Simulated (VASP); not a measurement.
# LiMg12 (a cell with a defect) in VASP: single point with PBE

Aim: the single point of LiMg12 (a cell with a defect) with PBE.

Everything below comes from runs of VASP 6.6.1. Logs are shortened: lines on timing, memory, paths and dates and some standing lists are left out, and cuts for length are marked.

## (1) The cell of the first run

The cell holds a defect, 13 atoms: a = 6.420 Å, b = 9.630 Å, c = 5.213 Å, α = 90.00°, β = 90.00°, γ = 120.00°.

## (2) Single point, PBE

File INCAR:

```
ALGO     = Normal         # electronic algorithm
EDIFF    = 1E-6           # SCF threshold, eV
ENCUT    = 520            # plane-wave cutoff, eV
GGA      = PE             # functional
ISIF     = 2              # what is computed and relaxed
ISMEAR   = 0              # smearing method
LASPH    = True           # aspherical terms in the spheres
LCHARG   = False          # write CHGCAR
LREAL    = False          # projectors in reciprocal space
LWAVE    = False          # write WAVECAR
NBANDS   = 26             # bands
NELM     = 80             # most SCF steps
PREC     = Accurate       # precision mode
SIGMA    = 0.1            # smearing width, eV
```

File KPOINTS:

```
k-points
0
Gamma
  4 3 4
```

File POSCAR:

```
LiMg12
1.0
    6.4200000000      0.0000000000      0.0000000000
   -4.8150000000      8.3398250000      0.0000000000
    0.0000000000      0.0000000000      5.2130400000
Mg Li
12 1
Direct
    0.1588020703      0.0726324593     -0.0165786182
    0.1823022728      0.2459419712      0.4850275463
   -0.0443303687      0.2874261750     -0.0119279729
    0.1177431584      0.5386882818      0.5012148382
    0.0268565979      0.6694663257     -0.0023989841
    0.1584384422      0.8870367184      0.4906478753
    0.5136459813     -0.0300653791     -0.0063210718
    0.6328361229      0.2080716322      0.4929432730
    0.5752660013      0.3681721139     -0.0047609456
    0.6644327174      0.5736052015      0.4993631355
    0.3880486556      0.5824517901      0.0059508463
    0.6747692180      0.8960418234      0.4932095284
    0.7873401356      0.8154865360      0.9927153830
```

Potentials or basis: VASP PAW PBE potentials, release 64 (Mg, Li_sv).

Started as:

```console
$ cat potpaw_PBE.64/Mg/POTCAR potpaw_PBE.64/Li_sv/POTCAR > POTCAR
$ mpirun -np 1 vasp_std > vasp.out
```

OUTCAR:

```text
EDIFF = 1E-6
   ENCUT = 520
   GGA = PE
   ISIF = 2
   ISMEAR = 0
   LASPH = True
   LREAL = False
   NELM = 80
   PREC = Accurate

 ion  position               nearest neighbor table
   1  0.159  0.073  0.983-  13 2.43   9 2.76   7 2.90   3 2.95   2 3.05   2 3.06   6 3.13   6 3.19
                             5 3.54
   2  0.182  0.246  0.485-   4 3.05   1 3.05   1 3.06   8 3.09   3 3.09   3 3.12  10 3.13  12 3.32
                             8 3.36   9 3.36   6 3.38   9 3.44
   3  0.956  0.287  0.988-  11 2.81   9 2.91   1 2.95   7 2.95   2 3.09   2 3.12   8 3.16   8 3.20
                             4 3.30   4 3.40   5 3.47   9 3.65
   4  0.118  0.539  0.501-  11 3.02   2 3.05   5 3.06  11 3.06   5 3.09  10 3.09   8 3.15   6 3.23
                             3 3.30  10 3.35   3 3.40  12 3.51
   5  0.027  0.669  0.998-  13 2.55  11 2.83   9 2.90   7 3.02   4 3.06   4 3.09   6 3.15   6 3.21
                            10 3.30  10 3.31   3 3.47   1 3.54
   6  0.158  0.887  0.491-   8 3.07  10 3.10   1 3.13  12 3.15   5 3.15   1 3.19   5 3.21   4 3.23
                            12 3.27   7 3.28   7 3.30   2 3.38
   7  0.514  0.970  0.994-  13 2.81   1 2.90   3 2.95  12 3.02   5 3.02  12 3.02   6 3.28   8 3.30
                             6 3.30   8 3.30  11 3.40   9 3.65
   8  0.633  0.208  0.493-   6 3.07   2 3.09   9 3.13  12 3.15   4 3.15   9 3.15   3 3.16   3 3.20
                             7 3.30   7 3.30   2 3.36  10 3.42
   9  0.575  0.368  0.995-   1 2.76  11 2.86   5 2.90   3 2.91  10 3.13   8 3.13   8 3.15  10 3.16
                             2 3.36   2 3.44   3 3.65   7 3.65
  10  0.664  0.574  0.499-  12 3.07   4 3.09   6 3.10   2 3.13   9 3.13  11 3.15   9 3.16  11 3.21
                             5 3.30   5 3.31   4 3.35   8 3.42
  11  0.388  0.582  0.006-  13 2.42   3 2.81   5 2.83   9 2.86   4 3.02   4 3.06  10 3.15  10 3.21
                             7 3.40
  12  0.675  0.896  0.493-  13 2.91  13 2.91   7 3.02   7 3.02  10 3.07   8 3.15   6 3.15   6 3.27
                             2 3.32   4 3.51
  13  0.787  0.815  0.993-  11 2.42   1 2.43   5 2.55   7 2.81  12 2.91  12 2.91

  LATTYP: Found a simple monoclinic cell.
 ALAT       =     6.4200000000
 B/A-ratio  =     0.8120000000
 C/A-ratio  =     1.3228757108
 COS(beta)  =    -0.1889822286

  Lattice vectors:

 A1 = (   6.4200000000,   0.0000000000,   0.0000000000)
 A2 = (   0.0000000000,   0.0000000000,   5.2130400000)
 A3 = (  -1.6050000000,  -8.3398250000,   0.0000000000)

Analysis of symmetry for initial positions (statically):
=====================================================================
 Subroutine PRICEL returns:
 Original cell was already a primitive cell.

 Routine SETGRP: Setting up the symmetry group for a
 simple monoclinic supercell.
[... 158 lines left out ...]
   IALGO  =     38    algorithm
   IMIX   =      4    mixing-type and parameters
     AMIX     =   0.40;   BMIX     =  1.00
     AMIX_MAG =   1.60;   BMIX_MAG =  1.00
  volume/ion in A,a.u.               =      21.47       144.89
  Fermi-wavevector in a.u.,A,eV,Ry     =   0.751511  1.420149  7.684136  0.564768
  Thomas-Fermi vector in A             =   1.848508
   LORBIT       =      0    0 simple, 1 ext, 2 COOP (PROOUT), +10 PAW based schemes
   GGA     = PE    functional components
   LHFCALC =     F    Hartree Fock is set to
   AEXX    =    0.0000 exact exchange contribution
   IVDW    =     0    specifies the selected vdW correction
   LEPSILON=     F    determine dielectric tensor
   LRPA    =     F    only Hartree local field effects (RPA)
 non-spin polarized calculation
 Gauss-broadening in eV      SIGMA  =   0.10
  energy-cutoff  :      520.00
  volume of cell :      279.11
 maximum number of plane-waves:      7534
   NGX = 23   NGY = 35   NGZ = 19

 number of electron      27.0000001 magnetization

 Free energy of the ion-electron system (eV)
  ---------------------------------------------------
  ext. energy  EPLUGINS =         0.00000000
  ---------------------------------------------------
  free energy    TOTEN  =       -18.59089203 eV

  energy without entropy =      -18.57278998  energy(sigma->0) =      -18.58184101

 E-fermi :   2.7790     XC(G=0):  -8.5752

 val. band max:        2.7402331152   @ k =   0.5000   0.3333   0.0000
 cond. band min:       2.7813833730   @ k =   0.2500   0.0000   0.0000
 fundamental gap:      0.0411502577
 Fermi energy:         2.7789534682

 k-point     1 :       0.0000    0.0000    0.0000
  band No.  band energies     occupation
      1     -43.7387      2.00000
      2      -4.1991      2.00000
      3      -2.1757      2.00000
      4      -1.9635      2.00000
      5      -0.5937      2.00000
      6      -0.4421      2.00000
[... 661 lines left out ...]
     24       7.8298      0.00000
     25       7.8745      0.00000

 [... further k-points ...]

 [bands above 25 left out]

------------------------ aborting loop because EDIFF is reached ----------------------------------------

  FORCE on cell =-STRESS in cart. coord.  units (eV):
  Direction    XX          YY          ZZ          XY          YZ          ZX
  --------------------------------------------------------------------------------------
  -------------------------------------------------------------------------------------
  Total        6.8312733      6.4567291      0.9123103      1.3222419     -0.0087219     -0.0079893
  in kB       39.2129232     37.0629621      5.2368499      7.5899421     -0.0500654     -0.0458602
  external PRESSURE =      27.1709117 kB  Pullay stress =       0.0000000 kB

 VOLUME and BASIS-vectors are now :
 -----------------------------------------------------------------------------
  energy-cutoff  :      520.00
  volume of cell :      279.11
      direct lattice vectors                 reciprocal lattice vectors
     6.420000000  0.000000000  0.000000000     0.155763240  0.089929945  0.000000000
    -4.815000000  8.339825000  0.000000000     0.000000000  0.119906593  0.000000000
     0.000000000  0.000000000  5.213040000     0.000000000  0.000000000  0.191826650

 POSITION                                       TOTAL-FORCE (eV/Angst)
 -----------------------------------------------------------------------------------
      0.66978      0.60574      5.12662         0.009069      0.000625      0.007074
     -0.01383      2.05111      2.52847         0.000673      0.001741      0.002972
      4.75144      2.39708      5.15086        -0.007279      0.002274      0.003408
     -1.83787      4.49257      2.61285         0.000996     -0.001272     -0.002343
     -3.05106      5.58323      5.20053         0.000414     -0.001881     -0.000193
     -3.25391      7.39773      2.55777        -0.003258     -0.002398      0.001270
     -1.37263      8.08908      5.18009        -0.004010      0.000201     -0.005474
      3.06094      1.73528      2.56973        -0.000786      0.000649      0.000521
      1.92046      3.07049      5.18822         0.004382      0.005411      0.000065
      1.50375      4.78377      2.60320         0.001132      0.003380     -0.000143
     -0.31323      4.85755      0.03102        -0.001986     -0.009956     -0.001979
      0.01758      7.47283      2.57112        -0.000266     -0.002660      0.000939
      1.12816      6.80102      5.17507         0.000919      0.003887     -0.006117
 -----------------------------------------------------------------------------------
    total drift:                                0.000177     -0.000225      0.000208

  FREE ENERGIE OF THE ION-ELECTRON SYSTEM (eV)
  ---------------------------------------------------
  free  energy   TOTEN  =       -18.5908920313 eV

  energy  without entropy=      -18.5727899792  energy(sigma->0) =      -18.58184101
```

stdout:

```text
POSCAR found type information on POSCAR MgLi
 POSCAR found :  2 types and      13 ions
 scaLAPACK will be used
 LDA part: xc-table for (Slater+PW92), standard interpolation
 POSCAR, INCAR and KPOINTS ok, starting setup
 FFT: planning ... GRIDC
 FFT: planning ... GRID_SOFT
 FFT: planning ... GRID
 WAVECAR not read
 entering main loop
```

Wall time 1.9 min (1 thread of Intel Xeon 6975P-C (Granite Rapids), shared host); peak memory 0.44 GiB.

Results:

```
Free energy            : -18.5909 eV
Largest force          : 0.012 eV/Å
Band gap on the k mesh : zero (an odd number of electrons rules out a gap without spin polarisation)
```

Forces in eV/Å, atoms in the order of the input:
```
Mg   0.009  0.001  0.007
Mg   0.001  0.002  0.003
Mg  -0.007  0.002  0.003
Mg   0.001 -0.001 -0.002
Mg   0.000 -0.002  0.000
Mg  -0.003 -0.002  0.001
Mg  -0.004  0.000 -0.005
Mg  -0.001  0.001  0.001
Mg   0.004  0.005  0.000
Mg   0.001  0.003  0.000
Mg  -0.002 -0.010 -0.002
Mg   0.000 -0.003  0.001
Li   0.001  0.004 -0.006
```

Caveat: the cutoff is under 1.25 times the usual one of these potentials, so pressure, stress and relaxed cells hold a basis-set (Pulay) error.

The gap in the log of VASP goes by the Fermi energy; the results here count the filled bands.